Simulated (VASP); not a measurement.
Here is a VASP 6.6.1 calculation.

Contents of INCAR:

```
SYSTEM = Sc2GaAs3
PREC = Accurate
ENCUT = 500
EDIFF = 1E-7
ISMEAR = 0
SIGMA = 0.1
LREAL = .FALSE.
LASPH = .TRUE.
NELM = 120
ALGO = Normal
ISIF = 3
LWAVE = .FALSE.
LCHARG = .FALSE.
GGA = PE
IBRION = 2
NSW = 90
EDIFFG = -0.04
GGA_COMPAT = .FALSE.
NELMIN = 4
```

KPOINTS

```
regular mesh
0
G
  6 6 6
  0 0 0
```

The input POSCAR:

```
Sc2GaAs3
1.0
    2.9172435700      1.6842713600      4.1052820700
   -2.9172435700      1.6842713600      4.1052820700
    0.0000000000     -3.3685427200      4.1052820700
Sc Ga As
2 1 3
Direct
    0.6297956100      0.6297956100      0.6297956100
    0.3702043900      0.3702043900      0.3702043900
    0.0000000000      0.0000000000      0.0000000000
    0.0000000000      0.0000000000      0.5000000000
    0.5000000000      0.0000000000      0.0000000000
    0.0000000000      0.5000000000      0.0000000000
```

Potentials or basis: VASP PAW PBE potentials, release 64 (Sc_sv, Ga_d, As).

Launch:

```console
$ cat potpaw_PBE.64/Sc_sv/POTCAR potpaw_PBE.64/Ga_d/POTCAR potpaw_PBE.64/As/POTCAR > POTCAR
$ mpirun -np 1 vasp_std > vasp.out
```

**Question.** Predict the relaxed volume.

**Answer.** 20.67 Å³/atom.

**Question.** Estimate the space group after relaxing (to 0.1 Å).

**Answer.** R-3m (No. 166).

**Question.** Predict the relaxed cell.

**Answer.** a = 5.279 Å, b = 5.279 Å, c = 5.279 Å, α = 69.17°, β = 69.17°, γ = 69.17°.

Step by step:
| step | energy change (eV) | largest force (eV/Å) | pressure (GPa) | volume (Å³) |
| --- | --- | --- | --- | --- |
| 1 | 0.0000 | 0.5169 | -0.44 | 121.03 |
| 2 | -0.0505 | 0.5283 | 0.25 | 120.05 |
| 3 | -0.1154 | 0.3169 | 3.08 | 117.03 |
| 4 | -0.1342 | 0.2541 | 2.79 | 117.79 |
| 5 | -0.1584 | 0.0896 | 2.12 | 120.05 |
| 6 | -0.1792 | 0.1415 | 1.15 | 121.38 |
| 7 | -0.1915 | 0.2369 | -0.61 | 124.01 |
| 8 | -0.1920 | 0.2228 | -0.35 | 123.61 |
| 9 | -0.1958 | 0.2129 | -0.29 | 123.48 |
| 10 | -0.2048 | 0.1877 | -0.13 | 123.10 |
| 11 | -0.2125 | 0.1415 | 0.30 | 122.31 |
| 12 | -0.2165 | 0.1256 | 0.05 | 122.94 |
| 13 | -0.2209 | 0.0883 | -0.50 | 124.49 |
| 14 | -0.2234 | 0.0386 | -0.18 | 124.23 |
| 15 | -0.2239 | 0.0016 | 0.04 | 124.05 |
